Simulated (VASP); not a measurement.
# Ge (Cmmm) in VASP: single point with r2SCAN

Aim: the single point of Ge with r2SCAN.

Everything below comes from runs of VASP 6.6.1. Logs are shortened: lines on timing, memory, paths and dates and some standing lists are left out, and cuts for length are marked.

## Step 1: The cell of the first run

Symmetry: Cmmm, No. 65, orthorhombic system. The conventional cell has a = 2.610 Å, b = 4.800 Å, c = 2.988 Å, α = 90.00°, β = 90.00°, γ = 90.00°. Within 3.4 Å of Ge (site symmetry mmm) lie 8 Ge at 2.61 to 2.99 Å.

## Step 2: Single point, r2SCAN

POSCAR

```
Ge
1.0
    1.3050014170     -2.4001017635      0.0000000000
    1.3050014170      2.4001017635      0.0000000000
    0.0000000000      0.0000000000      2.9882221111
Ge
1
Direct
    0.5000000000      0.5000000000      0.0000000000
```

INCAR.step1

```
SYSTEM = Ge
  PREC = Accurate
  ENCUT = 520
  ISMEAR = 0
  SIGMA = 0.15
  LREAL = .FALSE.
  LASPH = .TRUE.
  NELM = 100
  NBANDS = 13
  GGA = PE
  ALGO = Normal
  EDIFF = 1E-4
  LWAVE = .TRUE.
  LCHARG = .FALSE.
```

INCAR.step2

```
SYSTEM = Ge
  PREC = Accurate
  ENCUT = 520
  EDIFF = 1E-7
  ISMEAR = 0
  SIGMA = 0.15
  LREAL = .FALSE.
  LASPH = .TRUE.
  NELM = 100
  ALGO = Normal
  ISIF = 2
  LWAVE = .FALSE.
  LCHARG = .FALSE.
  METAGGA = R2SCAN
  LMIXTAU = .TRUE.
  NBANDS = 13
  ISTART = 1
```

KPOINTS

```
Automatic mesh
0
G
  28 28 24
  0 0 0
```

Potentials or basis: VASP PAW PBE potentials, release 64 (Ge_d).

The run is started by

```console
$ cat potpaw_PBE.64/Ge_d/POTCAR > POTCAR
$ cp INCAR.step1 INCAR
$ mpirun -np 1 vasp_std > vasp.out
$ cp INCAR.step2 INCAR
$ mpirun -np 1 vasp_std > vasp.out
```

OUTCAR:

```text
SYSTEM = Ge
   PREC = Accurate
   ENCUT = 520
   EDIFF = 1E-7
   ISMEAR = 0
   LREAL = .FALSE.
   LASPH = .TRUE.
   NELM = 100
   ISIF = 2
   METAGGA = R2SCAN
   ISTART = 1

 ion  position               nearest neighbor table
   1  0.500  0.500  0.000-

  LATTYP: Found a base centered orthorhombic cell.
 ALAT       =     2.6100028340
 B/A-ratio  =     1.8391564425
 C/A-ratio  =     1.1449114431

  Lattice vectors:

 A1 = (   1.3050014170,  -2.4001017635,   0.0000000000)
 A2 = (   1.3050014170,   2.4001017635,   0.0000000000)
 A3 = (   0.0000000000,   0.0000000000,   2.9882221111)

Analysis of symmetry for initial positions (statically):
=====================================================================
 Subroutine PRICEL returns:
 Original cell was already a primitive cell.

 Routine SETGRP: Setting up the symmetry group for a
 base centered orthorhombic supercell.

 Subroutine GETGRP returns: Found  8 space group operations
 (whereof  8 operations were pure point group operations)
 out of a pool of  8 trial point group operations.

The static configuration has the point symmetry D_2h.

Analysis of symmetry for dynamics (positions and initial velocities):
=====================================================================
 Subroutine PRICEL returns:
 Original cell was already a primitive cell.

 Routine SETGRP: Setting up the symmetry group for a
 base centered orthorhombic supercell.

 Subroutine GETGRP returns: Found  8 space group operations
 (whereof  8 operations were pure point group operations)
 out of a pool of  8 trial point group operations.

The dynamic configuration has the point symmetry D_2h.

 Subroutine INISYM returns: Found  8 space group operations
 (whereof  8 operations are pure point group operations),
 and found     1 'primitive' translations

----------------------------------------------------------------------------------------

                                     Primitive cell

  volume of cell :      18.7190

  direct lattice vectors                    reciprocal lattice vectors
     1.305001417 -2.400101763  0.000000000     0.383141346 -0.208324500  0.000000000
     1.305001417  2.400101763  0.000000000     0.383141346  0.208324500  0.000000000
     0.000000000  0.000000000  2.988222111     0.000000000  0.000000000  0.334647146

  length of vectors
     2.731943845  2.731943845  2.988222111     0.436115109  0.436115109  0.334647146

[... 84 lines left out ...]
   ISIF   =      2    stress and relaxation
   ISYM   =      2    0-nonsym 1-usesym 2-fastsym
   POTIM  = 0.5000    time-step for ionic-motion
   TEBEG  =    0.0;   TEEND  =   0.0 temperature during run
   PSTRESS=    0.0 pullay stress
   NELECT =      14.0000    total number of electrons
   NUPDOWN=      -1.0000    fix difference up-down
   EMIN   =  10.00;   EMAX   =-10.00  energy-range for DOS
   EFERMI =   0.00;   METHOD = LEGACY
   ISMEAR =     0;   SIGMA  =   0.15  broadening in eV -4-tet -1-fermi 0-gaus
   EFERMI_NEDOS =   21; number of points for ismear=-14 and -15
   IALGO  =     38    algorithm
   IMIX   =      4    mixing-type and parameters
     AMIX     =   0.40;   BMIX     =  1.00
     AMIX_MAG =   1.60;   BMIX_MAG =  1.00
  volume/ion in A,a.u.               =      18.72       126.32
  Fermi-wavevector in a.u.,A,eV,Ry     =   1.486014  2.808160 30.044911  2.208239
  Thomas-Fermi vector in A             =   2.599354
   LORBIT       =      0    0 simple, 1 ext, 2 COOP (PROOUT), +10 PAW based schemes
   METAGGA = R2SCAN    functional components
   LHFCALC =     F    Hartree Fock is set to
   AEXX    =    0.0000 exact exchange contribution
   IVDW    =     0    specifies the selected vdW correction
   LEPSILON=     F    determine dielectric tensor
   LRPA    =     F    only Hartree local field effects (RPA)
 non-spin polarized calculation
 Gauss-broadening in eV      SIGMA  =   0.15
  energy-cutoff  :      520.00
  volume of cell :       18.72
 maximum number of plane-waves:       516
   NGX = 11   NGY = 11   NGZ = 11

 number of electron      14.0000005 magnetization

 Free energy of the ion-electron system (eV)
  ---------------------------------------------------
  ext. energy  EPLUGINS =         0.00000000
  ---------------------------------------------------
  free energy    TOTEN  =       -13.28987672 eV

  energy without entropy =      -13.28484555  energy(sigma->0) =      -13.28736113

 E-fermi :   6.6290     XC(G=0): -12.3032

 val. band max:        6.6282260760   @ k =   0.1786   0.1786   0.2500
 cond. band min:       6.6300958559   @ k =   0.3571   0.3571   0.5000
 fundamental gap:      0.0018697799
 Fermi energy:         6.6290487866

 k-point     1 :       0.0000    0.0000    0.0000
  band No.  band energies     occupation
      1     -18.9719      2.00000
      2     -18.9400      2.00000
      3     -18.8698      2.00000
      4     -18.7381      2.00000
      5     -18.7167      2.00000
      6      -7.5459      2.00000
      7       9.4689      0.00000
      8      14.0141      0.00000
      9      17.5357      0.00000
     10      19.2326      0.00000
     11      22.6095      0.00000
     12      24.9733      0.00000
     13      25.0121      0.00000
[... 354 lines left out ...]
  band No.  band energies     occupation
      1     -18.9786      2.00000
      2     -18.8183      2.00000
      3     -18.8157      2.00000
      4     -18.7559      2.00000
      5     -18.7337      2.00000
      6      -3.9974      2.00000
      7       5.7296      2.00000
      8      12.8617      0.00000
      9      12.8628      0.00000
     10      16.7189      0.00000
     11      18.6206      0.00000
     12      24.0646      0.00000
     13      26.5322      0.00000

 [... further k-points ...]

------------------------ aborting loop because EDIFF is reached ----------------------------------------

  FORCE on cell =-STRESS in cart. coord.  units (eV):
  Direction    XX          YY          ZZ          XY          YZ          ZX
  --------------------------------------------------------------------------------------
  -------------------------------------------------------------------------------------
  Total        1.7323861      1.3237733     -1.4659153     -0.0000000      0.0000000      0.0000000
  in kB      148.2763048    113.3028081   -125.4688580     -0.0000000      0.0000000      0.0000000
  external PRESSURE =      45.3700850 kB  Pullay stress =       0.0000000 kB

 VOLUME and BASIS-vectors are now :
 -----------------------------------------------------------------------------
  energy-cutoff  :      520.00
  volume of cell :       18.72
      direct lattice vectors                 reciprocal lattice vectors
     1.305001417 -2.400101763  0.000000000     0.383141346 -0.208324500  0.000000000
     1.305001417  2.400101763  0.000000000     0.383141346  0.208324500  0.000000000
     0.000000000  0.000000000  2.988222111     0.000000000  0.000000000  0.334647146

 POSITION                                       TOTAL-FORCE (eV/Angst)
 -----------------------------------------------------------------------------------
      1.30500      0.00000      0.00000         0.000000      0.000000      0.000000
 -----------------------------------------------------------------------------------
    total drift:                               -0.000000     -0.000000     -0.000000

  FREE ENERGIE OF THE ION-ELECTRON SYSTEM (eV)
  ---------------------------------------------------
  free  energy   TOTEN  =       -13.2898767155 eV

  energy  without entropy=      -13.2848455469  energy(sigma->0) =      -13.28736113
```

Run time: 58 min. Hardware: 1 thread of AMD EPYC, shared host; peak memory 0.63 GiB.

Results:

| Quantity | Value |
| --- | --- |
| Free energy | -13.2899 eV |
| Pressure | 4.5 GPa |
| Band gap on the k mesh | zero (bands 7 and 8 overlap by 7.36 eV) |

Levels at points of the mesh, in eV from the Fermi level:
| k point | band 3 | band 4 | band 5 | band 6 | band 7 | band 8 | band 9 | band 10 | band 11 | band 12 |
| --- | --- | --- | --- | --- | --- | --- | --- | --- | --- | --- |
| (0.00, 0.00, 0.00) | -25.50 | -25.37 | -25.35 | -14.17 | 2.84 | 7.39 | 10.91 | 12.60 | 15.98 | 18.34 |
| (0.50, 0.00, 0.00) | -25.40 | -25.39 | -25.31 | -7.08 | -5.96 | 5.63 | 8.34 | 9.83 | 13.93 | 14.51 |
| (0.50, 0.50, 0.00) | -25.41 | -25.37 | -25.32 | -8.04 | -6.23 | 7.56 | 7.58 | 11.22 | 13.58 | 14.12 |
| (0.00, 0.00, 0.50) | -25.50 | -25.39 | -25.37 | -11.79 | -6.31 | 12.72 | 14.43 | 18.13 | 20.24 | 20.48 |
| (0.50, 0.00, 0.50) | -25.42 | -25.33 | -25.29 | -4.28 | -4.16 | -0.68 | 4.03 | 7.40 | 12.88 | 16.07 |
| (0.50, 0.50, 0.50) | -25.39 | -25.32 | -25.32 | -5.33 | -4.39 | -1.40 | 3.60 | 9.35 | 14.76 | 17.80 |

Caveat: the stress differs along the axes, from -13 to 15 GPa; the PAW data sets were made with another functional, which shifts forces and pressure a little.
